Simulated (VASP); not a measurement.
# PtSe: single point with HSE06

The system is PtSe.

```
Pt Se
1.0
     0.00000    3.03745    3.03745
     3.03745    0.00000    3.03745
     3.03745    3.03745    0.00000
Pt Se
1 1
Direct
  0.00000 0.00000 0.00000
  0.25000 0.25000 0.25000
```

* Program: VASP 6.6.1
* Task: single point
* Functional: HSE06
* Potentials or basis: VASP PAW PBE potentials, release 64 (Pt, Se)
* Cutoff: 520 eV
* k mesh: 4 × 4 × 4
* Occupations: fermi-dirac, width 0.05 eV
* Spin: no spin polarisation
* Dipole correction: no
* Grid for exact exchange (PRECFOCK): Normal
* Further INCAR settings: ALGO = Normal; EDIFF = 1e-07; NBANDS = 15
* Screening parameter: 0.2079 1/Å

```yaml
Pressure: -13.6 GPa
Band_gap_on_the_k_mesh: zero (band 8 reaches 4.65 eV, above the bottom of band 9 at 1.57 eV)
```

Levels at points of the mesh, in eV from the Fermi level:
| k point | band 4 | band 5 | band 6 | band 7 | band 8 | band 9 | band 10 | band 11 |
| --- | --- | --- | --- | --- | --- | --- | --- | --- |
| (0.00, 0.00, 0.00) | -4.83 | -2.63 | -2.63 | 1.18 | 2.21 | 2.21 | 2.21 | 7.56 |
| (0.50, 0.00, 0.00) | -4.54 | -2.47 | -2.47 | -2.07 | 0.81 | 0.81 | 3.36 | 8.47 |
| (0.50, 0.50, 0.00) | -3.90 | -2.35 | -2.30 | -2.18 | -0.87 | -0.87 | 5.04 | 5.47 |

Run time: 4.6 min on 1 thread of AMD EPYC 9R45 96-Core Processor (Zen 5) (shared host), peak memory 0.26 GiB.

Caveat: the k points lie up to 0.45 Å⁻¹ apart; the PAW data sets were made with another functional, which shifts forces and pressure a little; spin-orbit coupling is left out, which moves the levels of the heavy elements.
